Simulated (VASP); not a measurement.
# NiO (Fm-3m) in VASP: further runs, part 2 of 2

VASP 6.6.1. The steps go on from the part before.

### Step 3. Single point, r2SCAN, collinear spin, ferromagnetic start

Contents of POSCAR:

```
NiO
1.0
    0.0000000000      2.0931687937      2.0931687937
    2.0931687937      0.0000000000      2.0931687937
    2.0931687937      2.0931687937      0.0000000000
Ni O
1 1
Direct
    0.0000000000      0.0000000000      0.0000000000
    0.5000000000      0.5000000000      0.5000000000
```

Contents of INCAR.step1:

```
PREC     = Accurate       # precision mode
ENCUT    = 770            # plane-wave cutoff, eV
ISMEAR   = 0              # smearing method
SIGMA    = 0.1            # smearing width, eV
LREAL    = F              # projectors in reciprocal space
LASPH    = T              # aspherical terms in the spheres
NELM     = 200            # most SCF steps
ISPIN    = 2              # spin polarisation
MAGMOM   = 2 0            # initial moments
LMAXMIX  = 4              # l up to which the mixer works
NBANDS   = 23             # bands
GGA      = PE             # functional
ALGO     = Normal         # electronic algorithm
EDIFF    = 1E-5           # SCF threshold, eV
LWAVE    = T              # write WAVECAR
LCHARG   = F              # write CHGCAR
GGA_COMPAT= F
```

Contents of INCAR.step2:

```
PREC     = Accurate       # precision mode
ENCUT    = 770            # plane-wave cutoff, eV
EDIFF    = 1E-6           # SCF threshold, eV
ISMEAR   = 0              # smearing method
SIGMA    = 0.1            # smearing width, eV
LREAL    = F              # projectors in reciprocal space
LASPH    = T              # aspherical terms in the spheres
NELM     = 200            # most SCF steps
ALGO     = Normal         # electronic algorithm
ISIF     = 2              # what is computed and relaxed
LWAVE    = F              # write WAVECAR
LCHARG   = F              # write CHGCAR
ISPIN    = 2              # spin polarisation
MAGMOM   = 2 0            # initial moments
LORBIT   = 11             # projections on sites
LMAXMIX  = 4              # l up to which the mixer works
METAGGA  = R2SCAN         # meta-GGA
LMIXTAU  = T            
NBANDS   = 23             # bands
ISTART   = 1            
GGA_COMPAT= F
```

Contents of KPOINTS:

```
regular mesh
0
Gamma
  8 8 8
```

Potentials or basis: VASP PAW PBE potentials, release 64 (Ni_sv_GW, O).

Run with:

```
$ cat potpaw_PBE.64/Ni_sv_GW/POTCAR potpaw_PBE.64/O/POTCAR > POTCAR
$ cp INCAR.step1 INCAR
$ mpirun -np 1 vasp_std > vasp.out
$ cp INCAR.step2 INCAR
$ mpirun -np 1 vasp_std > vasp.out
```

OUTCAR:

```text
PREC = Accurate
   ENCUT = 770
   EDIFF = 1E-6
   ISMEAR = 0
   LREAL = F
   LASPH = T
   NELM = 200
   ISIF = 2
   ISPIN = 2
   LORBIT = 11
   METAGGA = R2SCAN
   ISTART = 1

 ion  position               nearest neighbor table
   1  0.000  0.000  0.000-   2 2.09   2 2.09   2 2.09   2 2.09   2 2.09   2 2.09
   2  0.500  0.500  0.500-   1 2.09   1 2.09   1 2.09   1 2.09   1 2.09   1 2.09

  LATTYP: Found a face centered cubic cell.
 ALAT       =     4.1863375874

  Lattice vectors:

 A1 = (   0.0000000000,   2.0931687937,   2.0931687937)
 A2 = (   2.0931687937,   0.0000000000,   2.0931687937)
 A3 = (   2.0931687937,   2.0931687937,   0.0000000000)

Analysis of symmetry for initial positions (statically):
=====================================================================
 Subroutine PRICEL returns:
 Original cell was already a primitive cell.

 Routine SETGRP: Setting up the symmetry group for a
 face centered cubic supercell.

 Subroutine GETGRP returns: Found 48 space group operations
 (whereof 48 operations were pure point group operations)
 out of a pool of 48 trial point group operations.

The static configuration has the point symmetry O_h .

Analysis of symmetry for dynamics (positions and initial velocities):
=====================================================================
 Subroutine PRICEL returns:
 Original cell was already a primitive cell.

 Routine SETGRP: Setting up the symmetry group for a
 face centered cubic supercell.

 Subroutine GETGRP returns: Found 48 space group operations
 (whereof 48 operations were pure point group operations)
 out of a pool of 48 trial point group operations.

The dynamic configuration has the point symmetry O_h .

Analysis of structural, dynamic, and magnetic symmetry:
=====================================================================
 Subroutine PRICEL returns:
 Original cell was already a primitive cell.

 Routine SETGRP: Setting up the symmetry group for a
[... 150 lines left out ...]
  free energy    TOTEN  =       -21.11805187 eV

  energy without entropy =      -21.11805187  energy(sigma->0) =      -21.11805187

 E-fermi :   6.9305     XC(G=0): -13.7875

 val. band max:        6.4961779407   @ k =   0.5000   0.0000   0.0000
 cond. band min:       7.3399236001   @ k =   0.0000   0.0000   0.0000
 fundamental gap:      0.8437456594
 Fermi energy:         6.9304954971

 spin component 1

 k-point     1 :       0.0000    0.0000    0.0000
  band No.  band energies     occupation
      1    -102.2441      1.00000
      2     -61.1361      1.00000
      3     -61.1361      1.00000
      4     -61.1360      1.00000
      5     -14.5454      1.00000
      6       2.5303      1.00000
[... 613 lines left out ...]
     22      38.0839      0.00000
     23      38.8212      0.00000

 [... further k-points ...]

 spin component 2

 k-point     1 :       0.0000    0.0000    0.0000
  band No.  band energies     occupation
      1     -99.0835      1.00000
      2     -58.1265      1.00000
      3     -58.1265      1.00000
      4     -58.1202      1.00000
      5     -14.0349      1.00000
      6       4.3271      1.00000
[... 613 lines left out ...]
     22      38.8001      0.00000
     23      39.5753      0.00000

 [... further k-points ...]

------------------------ aborting loop because EDIFF is reached ----------------------------------------

  FORCE on cell =-STRESS in cart. coord.  units (eV):
  Direction    XX          YY          ZZ          XY          YZ          ZX
  --------------------------------------------------------------------------------------
  -------------------------------------------------------------------------------------
  Total       -0.0503500     -0.0503500     -0.0503500      0.0000000      0.0000000     -0.0000000
  in kB       -4.3981180     -4.3981180     -4.3981180      0.0000000      0.0000000     -0.0000000
  external PRESSURE =      -4.3981180 kB  Pullay stress =       0.0000000 kB

 VOLUME and BASIS-vectors are now :
 -----------------------------------------------------------------------------
  energy-cutoff  :      770.00
  volume of cell :       18.34
      direct lattice vectors                 reciprocal lattice vectors
     0.000000000  2.093168794  2.093168794    -0.238872279  0.238872279  0.238872279
     2.093168794  0.000000000  2.093168794     0.238872279 -0.238872279  0.238872279
     2.093168794  2.093168794  0.000000000     0.238872279  0.238872279 -0.238872279

 POSITION                                       TOTAL-FORCE (eV/Angst)
 -----------------------------------------------------------------------------------
      0.00000      0.00000      0.00000        -0.000000      0.000000     -0.000000
      2.09317      2.09317      2.09317         0.000000      0.000000      0.000000
 -----------------------------------------------------------------------------------
    total drift:                                0.000000      0.000000      0.000000

  FREE ENERGIE OF THE ION-ELECTRON SYSTEM (eV)
  ---------------------------------------------------
  free  energy   TOTEN  =       -21.1180518655 eV

  energy  without entropy=      -21.1180518655  energy(sigma->0) =      -21.11805187

 total charge

# of ion       s       p       d       f       tot
--------------------------------------------------
    1        2.146   6.209   7.735   0.010  16.100
    2        1.550   3.499   0.000   0.000   5.049
--------------------------------------------------
tot          3.696   9.707   7.735   0.010  21.149

 magnetization (x)

# of ion       s       p       d       f       tot
--------------------------------------------------
    1        0.007   0.009   1.686   0.000   1.703
    2        0.028   0.239   0.000   0.000   0.267
--------------------------------------------------
tot          0.036   0.248   1.686   0.000   1.970
```

OUTCAR.step1:

```text
PREC = Accurate
   ENCUT = 770
   ISMEAR = 0
   LREAL = F
   LASPH = T
[... 1489 lines left out ...]
 -----------------------------------------------------------------------------------
      0.00000      0.00000      0.00000        -0.000000     -0.000000     -0.000000
      2.09317      2.09317      2.09317         0.000000      0.000000      0.000000
 -----------------------------------------------------------------------------------
    total drift:                                0.000000      0.000000      0.000000

  FREE ENERGIE OF THE ION-ELECTRON SYSTEM (eV)
  ---------------------------------------------------
  free  energy   TOTEN  =       -12.4335629740 eV

  energy  without entropy=      -12.4303046522  energy(sigma->0) =      -12.43193381
```

Run time: 1.9 min. Hardware: 1 thread of Intel Xeon 6975P-C (Granite Rapids), shared host; peak memory 0.22 GiB.

Results:

```
Free energy                                           : -21.1181 eV
Pressure                                              : -0.4 GPa
Band gap on the k mesh                                : 0.84 eV (least direct gap 1.86 eV)
Net moment                                            : 2.00 μB per cell
Site moments                                          : Ni +1.70; O +0.27 μB
Valence electrons inside the program's atomic spheres : Ni 16.10; O 5.05
```

Caveat: the PAW data sets were made with another functional, which shifts forces and pressure a little; a cell with one magnetic atom can't hold antiferromagnetic order, which such compounds often take. A k mesh can miss the band edges.
